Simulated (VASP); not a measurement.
Set up this calculation in VASP 6.6.1, as the native input.

```yaml
Task: single point
Functional: PBE
Potentials_or_basis: VASP PAW PBE potentials, release 64 (Mo_sv)
Cutoff: 500 eV
k_mesh: 17 × 17 × 9
Occupations: fermi-dirac, width 0.08 eV
Spin: no spin polarisation
Dipole_correction: no
Further_INCAR_settings: ALGO = Normal; EDIFF = 1e-06; NBANDS = 21
```

The structure of Mo lies in POSCAR:

```
Mo
1.0
    2.6332439134      0.0000000000      0.0000000000
   -1.3166219567      2.2804561233      0.0000000000
    0.0000000000      0.0000000000      4.1284797895
Mo
2
Direct
    0.3333333333      0.6666666667      0.2500000000
    0.6666666667      0.3333333333      0.7500000000
```

This isn't the form of Mo at room conditions, which is bcc.

One way to write it, as run:

INCAR

```
SYSTEM = Mo
PREC = Accurate
ENCUT = 500
EDIFF = 1E-6
ISMEAR = -1
SIGMA = 0.08
LREAL = .FALSE.
LASPH = .TRUE.
NELM = 120
ALGO = Normal
ISIF = 2
LWAVE = .FALSE.
LCHARG = .FALSE.
GGA = PE
NBANDS = 21
GGA_COMPAT = .FALSE.
```

KPOINTS

```
regular mesh
0
G
  17 17 9
  0 0 0
```

Potentials or basis: VASP PAW PBE potentials, release 64 (Mo_sv).

Command:

```console
$ cat potpaw_PBE.64/Mo_sv/POTCAR > POTCAR
$ mpirun -np 1 vasp_std > vasp.out
```

It gave:

```yaml
Pressure: 101.5 GPa
Band_gap_on_the_k_mesh: zero (bands 14 and 15 overlap by 3.06 eV)
```

Caveat: the cell stands under pressure.

It took 69 s on 1 thread of Intel Xeon 8259CL, with other jobs on the host, peak memory 0.18 GiB.
